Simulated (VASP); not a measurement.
Set up this calculation in VASP 6.6.1, as the native input.

| Quantity | Value |
| --- | --- |
| Task | single point |
| Functional | PBE |
| Potentials or basis | VASP PAW PBE potentials, release 64 (Si) |
| Cutoff | 500 eV |
| k mesh | 12 × 12 × 12 |
| Occupations | gaussian, width 0.01 eV |
| Spin | no spin polarisation |
| Dipole correction | no |
| Further INCAR settings | ALGO = Normal; EDIFF = 1e-06; NBANDS = 11 |

The structure of Si lies in POSCAR:

```
Si
1.0
    0.0000000000      2.6017409824      2.6017409824
    2.6017409824      0.0000000000      2.6017409824
    2.6017409824      2.6017409824      0.0000000000
Si
2
Direct
    0.0000000000      0.0000000000      0.0000000000
    0.2500000000      0.2500000000      0.2500000000
```

This cell differs from its parent crystal: volume scaled by 0.88.

The input as run:

INCAR

```
SYSTEM = Si
PREC = Accurate
ENCUT = 500
EDIFF = 1E-6
ISMEAR = 0
SIGMA = 0.01
LREAL = .False.
LASPH = .True.
NELM = 120
ALGO = Normal
ISIF = 2
LWAVE = .False.
LCHARG = .False.
GGA = PE
NBANDS = 11
GGA_COMPAT = .False.
```

KPOINTS

```
Automatic mesh
0
Gamma
  12 12 12
  0 0 0
```

Potentials or basis: VASP PAW PBE potentials, release 64 (Si).

The run is started by

```bash
$ cat potpaw_PBE.64/Si/POTCAR > POTCAR
$ mpirun -np 1 vasp_std > vasp.out
```

It gave:

```json
{"Pressure": "18.2 GPa", "Band gap on the k mesh": "0.31 eV, indirect (least direct gap 2.61 eV)"}
```

It took 42 s on 1 thread of Intel Xeon 8259CL (shared host), peak memory 0.16 GiB.
